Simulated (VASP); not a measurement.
# AlN (I4/mmm) in VASP: further runs, part 2 of 2

VASP 6.6.1.

### 3 Single point, PBEsol

The COD entry that gives the cell may itself be a prediction, so a difference from it is no test against experiment.

This run uses another cell than the first one, of 7.86 Å³/atom, 1.010 times its volume.

INCAR reads:

```
SYSTEM = AlN
  PREC = Accurate
  ENCUT = 600
  EDIFF = 1E-6
  ISMEAR = -1
  SIGMA = 0.02
  LREAL = .FALSE.
  LASPH = .TRUE.
  NELM = 120
  ALGO = Normal
  ISIF = 2
  LWAVE = .FALSE.
  LCHARG = .FALSE.
  GGA = PS
  NBANDS = 11
  GGA_COMPAT = .FALSE.
```

KPOINTS reads:

```
regular mesh
0
G
  8 8 8
  0 0 0
```

POSCAR reads:

```
AlN
1.0
    0.0000000000      1.9690000000      2.0280700000
    1.9690000000      0.0000000000      2.0280700000
    1.9690000000      1.9690000000      0.0000000000
Al N
1 1
Direct
    0.0000000000      0.0000000000      0.0000000000
    0.5000000000      0.5000000000      0.5000000000
```

Potentials or basis: VASP PAW PBE potentials, release 64 (Al, N).

Launch:

```sh
$ cat potpaw_PBE.64/Al/POTCAR potpaw_PBE.64/N/POTCAR > POTCAR
$ mpirun -np 1 vasp_std > vasp.out
```

OUTCAR:

```text
SYSTEM = AlN
   PREC = Accurate
   ENCUT = 600
   EDIFF = 1E-6
   ISMEAR = -1
   LREAL = .FALSE.
   LASPH = .TRUE.
   NELM = 120
   ISIF = 2
   GGA = PS

 ion  position               nearest neighbor table
   1  0.000  0.000  0.000-   2 1.97   2 1.97   2 1.97   2 1.97   2 2.03   2 2.03
   2  0.500  0.500  0.500-   1 1.97   1 1.97   1 1.97   1 1.97   1 2.03   1 2.03

  LATTYP: Found a body centered tetragonal cell.
 ALAT       =     2.7845865043
 C/A-ratio  =     1.4566399692

  Lattice vectors:

 A1 = (  -1.9690000000,   0.0000000000,   2.0280700000)
 A2 = (   1.9690000000,   0.0000000000,   2.0280700000)
 A3 = (   0.0000000000,   1.9690000000,  -2.0280700000)

Analysis of symmetry for initial positions (statically):
=====================================================================
 Subroutine PRICEL returns:
 Original cell was already a primitive cell.

 Routine SETGRP: Setting up the symmetry group for a
 body centered tetragonal supercell.

 Subroutine GETGRP returns: Found 16 space group operations
 (whereof 16 operations were pure point group operations)
 out of a pool of 16 trial point group operations.

The static configuration has the point symmetry D_4h.

Analysis of symmetry for dynamics (positions and initial velocities):
=====================================================================
 Subroutine PRICEL returns:
 Original cell was already a primitive cell.

 Routine SETGRP: Setting up the symmetry group for a
 body centered tetragonal supercell.

 Subroutine GETGRP returns: Found 16 space group operations
 (whereof 16 operations were pure point group operations)
 out of a pool of 16 trial point group operations.

The dynamic configuration has the point symmetry D_4h.

 Subroutine INISYM returns: Found 16 space group operations
 (whereof 16 operations are pure point group operations),
 and found     1 'primitive' translations

----------------------------------------------------------------------------------------

                                     Primitive cell

  volume of cell :      15.7255

  direct lattice vectors                    reciprocal lattice vectors
     0.000000000  1.969000000  2.028070000    -0.253936008  0.253936008  0.246539814
     1.969000000  0.000000000  2.028070000     0.253936008 -0.253936008  0.246539814
     1.969000000  1.969000000  0.000000000     0.253936008  0.253936008 -0.246539814

  length of vectors
     2.826663921  2.826663921  2.784586504     0.435601736  0.435601736  0.435601736

  position of ions in fractional coordinates (direct lattice)
     0.000000000  0.000000000  0.000000000
     0.500000000  0.500000000  0.500000000

  ion indices of the primitive-cell ions
   primitive index   ion index
                 1           1
                 2           2

----------------------------------------------------------------------------------------

 KPOINTS: regular mesh

Automatic generation of k-mesh.
 Grid dimensions read from file:
 generate k-points for:    8    8    8

 Generating k-lattice:

  Cartesian coordinates                     Fractional coordinates (reciprocal lattice)
    -0.031742001  0.031742001  0.030817477     0.125000000  0.000000000  0.000000000
     0.031742001 -0.031742001  0.030817477     0.000000000  0.125000000  0.000000000
     0.031742001  0.031742001 -0.030817477     0.000000000  0.000000000  0.125000000

  Length of vectors
     0.054450217  0.054450217  0.054450217

  Shift w.r.t. Gamma in fractional coordinates (k-lattice)
     0.000000000  0.000000000  0.000000000

 Subroutine IBZKPT returns following result:
 ===========================================

 Found     59 irreducible k-points:

 Following reciprocal coordinates:
            Coordinates               Weight
  0.000000  0.000000  0.000000      1.000000
  0.125000  0.000000  0.000000      8.000000
  0.250000  0.000000  0.000000      8.000000
  0.375000  0.000000  0.000000      8.000000
  0.500000  0.000000  0.000000      4.000000
  0.125000  0.125000  0.000000      2.000000
[... 16 lines left out ...]
  0.250000  0.000000  0.125000     16.000000
  0.375000  0.000000  0.125000     16.000000
 [... further k-points ...]
   k-points           NKPTS =     59   k-points in BZ     NKDIM =     59   number of bands    NBANDS=     11
   number of dos      NEDOS =    301   number of ions     NIONS =      2
   total plane-waves  NPLWV =  13824
   dimension x,y,z NGX =    24 NGY =   24 NGZ =   24
   dimension x,y,z NGXF=    48 NGYF=   48 NGZF=   48
   ions per type =               1   1
   NGX,Y,Z   is equivalent  to a cutoff of  14.12, 14.12, 14.33 a.u.
   NGXF,Y,Z  is equivalent  to a cutoff of  28.23, 28.23, 28.66 a.u.
 SYSTEM =  AlN
   PREC   = accura    normal or accurate (medium, high low for compatibility)
   ISTART =      0    job   : 0-new  1-cont  2-samecut
   ICHARG =      2    charge: 1-file 2-atom 10-const
   ISPIN  =      1    spin polarized calculation?
   LNONCOLLINEAR =      F non collinear calculations
   LSORBIT =      F    spin-orbit coupling
   LASPH  =      T    aspherical Exc in radial PAW
   ENCUT  =  600.0 eV  44.10 Ry    6.64 a.u.   5.65  5.65  5.56*2*pi/ulx,y,z
   NELM   =    120;   NELMIN=  2; NELMDL= -5     # of ELM steps
   EDIFF  = 0.1E-05   stopping-criterion for ELM
   LREAL  =      F    real-space projection
   EDIFFG = 0.1E-04   stopping-criterion for IOM
   NSW    =      0    number of steps for IOM
   IBRION =     -1    ionic relax: 0-MD 1-quasi-New 2-CG
   NFREE  =      0    steps in history (QN), initial steepest desc. (CG)
   ISIF   =      2    stress and relaxation
   ISYM   =      2    0-nonsym 1-usesym 2-fastsym
   POTIM  = 0.5000    time-step for ionic-motion
   TEBEG  =    0.0;   TEEND  =   0.0 temperature during run
   PSTRESS=    0.0 pullay stress
   NELECT =       8.0000    total number of electrons
   NUPDOWN=      -1.0000    fix difference up-down
   EMIN   =  10.00;   EMAX   =-10.00  energy-range for DOS
   EFERMI =   0.00;   METHOD = LEGACY
   ISMEAR =    -1;   SIGMA  =   0.02  broadening in eV -4-tet -1-fermi 0-gaus
   EFERMI_NEDOS =   21; number of points for ismear=-14 and -15
   IALGO  =     38    algorithm
   IMIX   =      4    mixing-type and parameters
     AMIX     =   0.40;   BMIX     =  1.00
     AMIX_MAG =   1.60;   BMIX_MAG =  1.00
  volume/ion in A,a.u.               =       7.86        53.06
  Fermi-wavevector in a.u.,A,eV,Ry     =   1.306883  2.469651 23.237977  1.707943
  Thomas-Fermi vector in A             =   2.437655
   LORBIT       =      0    0 simple, 1 ext, 2 COOP (PROOUT), +10 PAW based schemes
   GGA     = PS    functional components
   LHFCALC =     F    Hartree Fock is set to
   AEXX    =    0.0000 exact exchange contribution
   IVDW    =     0    specifies the selected vdW correction
   LEPSILON=     F    determine dielectric tensor
   LRPA    =     F    only Hartree local field effects (RPA)
 non-spin polarized calculation
  energy-cutoff  :      600.00
  volume of cell :       15.73
 maximum number of plane-waves:       540
   NGX = 11   NGY = 11   NGZ = 11

 number of electron       7.9999999 magnetization

 Free energy of the ion-electron system (eV)
  ---------------------------------------------------
  ext. energy  EPLUGINS =         0.00000000
  ---------------------------------------------------
  free energy    TOTEN  =       -15.40271554 eV

  energy without entropy =      -15.40271554  energy(sigma->0) =      -15.40271554

 E-fermi :  11.1785     XC(G=0): -12.6867

 val. band max:       10.6723378868   @ k =   0.0000   0.0000   0.0000
 cond. band min:      15.4906288856   @ k =   0.5000   0.0000   0.5000
 fundamental gap:      4.8182909988
 Fermi energy:        11.1784786891

 k-point     1 :       0.0000    0.0000    0.0000
  band No.  band energies     occupation
      1      -7.4708      2.00000
      2      10.4747      2.00000
      3      10.4747      2.00000
      4      10.6723      2.00000
      5      16.9236      0.00000
      6      22.4598      0.00000
      7      22.8716      0.00000
      8      22.8716      0.00000
      9      27.9535      0.00000
     10      28.1201      0.00000
     11      29.1042      0.00000
[... 309 lines left out ...]
 k-point    24 :       0.3750    0.0000    0.1250
  band No.  band energies     occupation
      1      -5.0061      2.00000
      2       4.2192      2.00000
      3       8.8453      2.00000
      4       9.0353      2.00000
      5      18.0103      0.00000
      6      21.3124      0.00000
      7      22.0650      0.00000
      8      23.3735      0.00000
      9      27.4163      0.00000
     10      30.0626      0.00000
     11      30.8266      0.00000

 [... further k-points ...]

------------------------ aborting loop because EDIFF is reached ----------------------------------------

  FORCE on cell =-STRESS in cart. coord.  units (eV):
  Direction    XX          YY          ZZ          XY          YZ          ZX
  --------------------------------------------------------------------------------------
  -------------------------------------------------------------------------------------
  Total        1.8410879      1.8410879      0.7654984      0.0000000     -0.0000000      0.0000000
  in kB      187.5774945    187.5774945     77.9920806      0.0000000     -0.0000000      0.0000000
  external PRESSURE =     151.0490232 kB  Pullay stress =       0.0000000 kB

 VOLUME and BASIS-vectors are now :
 -----------------------------------------------------------------------------
  energy-cutoff  :      600.00
  volume of cell :       15.73
      direct lattice vectors                 reciprocal lattice vectors
     0.000000000  1.969000000  2.028070000    -0.253936008  0.253936008  0.246539814
     1.969000000  0.000000000  2.028070000     0.253936008 -0.253936008  0.246539814
     1.969000000  1.969000000  0.000000000     0.253936008  0.253936008 -0.246539814

 POSITION                                       TOTAL-FORCE (eV/Angst)
 -----------------------------------------------------------------------------------
      0.00000      0.00000      0.00000        -0.000000      0.000000     -0.000000
      1.96900      1.96900      2.02807         0.000000     -0.000000      0.000000
 -----------------------------------------------------------------------------------
    total drift:                               -0.000000     -0.000000      0.000000

  FREE ENERGIE OF THE ION-ELECTRON SYSTEM (eV)
  ---------------------------------------------------
  free  energy   TOTEN  =       -15.4027155444 eV

  energy  without entropy=      -15.4027155444  energy(sigma->0) =      -15.40271554
```

OSZICAR:

```text
N       E                     dE             d eps       ncg     rms          rms(c)
DAV:   1     0.140549189893E+02    0.14055E+02   -0.43655E+03  1314   0.710E+02
DAV:   2    -0.161557353024E+02   -0.30211E+02   -0.28601E+02  1586   0.164E+02
DAV:   3    -0.170744355667E+02   -0.91870E+00   -0.91670E+00  1606   0.246E+01
DAV:   4    -0.170779846166E+02   -0.35490E-02   -0.35487E-02  1466   0.168E+00
DAV:   5    -0.170780128437E+02   -0.28227E-04   -0.28226E-04  1580   0.147E-01    0.752E+00
DAV:   6    -0.154487414483E+02    0.16293E+01   -0.65897E+00  1500   0.145E+01    0.282E+00
DAV:   7    -0.154158572049E+02    0.32884E-01   -0.18976E-01  1475   0.307E+00    0.180E+00
DAV:   8    -0.154030037242E+02    0.12853E-01   -0.13351E-02  1382   0.114E+00    0.371E-01
DAV:   9    -0.154026987558E+02    0.30497E-03   -0.12441E-03  1532   0.231E-01    0.169E-01
DAV:  10    -0.154027199726E+02   -0.21217E-04   -0.80804E-05  1476   0.629E-02    0.454E-02
DAV:  11    -0.154027156812E+02    0.42914E-05   -0.12749E-05  1508   0.223E-02    0.586E-03
DAV:  12    -0.154027155444E+02    0.13681E-06   -0.35410E-07   799   0.541E-03
   1 F= -.15402716E+02 E0= -.15402716E+02  d E =-.209994E-13
```

stdout:

```text
POSCAR found type information on POSCAR AlN
 POSCAR found :  2 types and       2 ions
 scaLAPACK will be used
 -----------------------------------------------------------------------------
|                                                                             |
|                                                                             |
|     You enforced a specific xc type in the INCAR file but a different       |
|     I HOPE YOU KNOW WHAT YOU ARE DOING!                                     |
|                                                                             |
 -----------------------------------------------------------------------------

 LDA part: xc-table for (Slater+PW92), standard interpolation
 POSCAR, INCAR and KPOINTS ok, starting setup
 FFT: planning ... GRIDC
 FFT: planning ... GRID_SOFT
 FFT: planning ... GRID
 WAVECAR not read
 entering main loop
```

Wall time 5.8 s (1 thread of Intel Xeon 6975P-C, shared host); peak memory 0.14 GiB.

Results:

| Property | Result |
| --- | --- |
| Free energy | -15.4027 eV |
| Pressure | 15.1 GPa |
| Band gap on the k mesh | 4.82 eV, indirect (least direct gap 6.25 eV) |

Stress tensor (GPa, compression positive):
```
18.76  0.00  0.00
 0.00 18.76  0.00
 0.00  0.00  7.80
```

Caveat: the PAW data sets were made with another functional, which shifts forces and pressure a little.
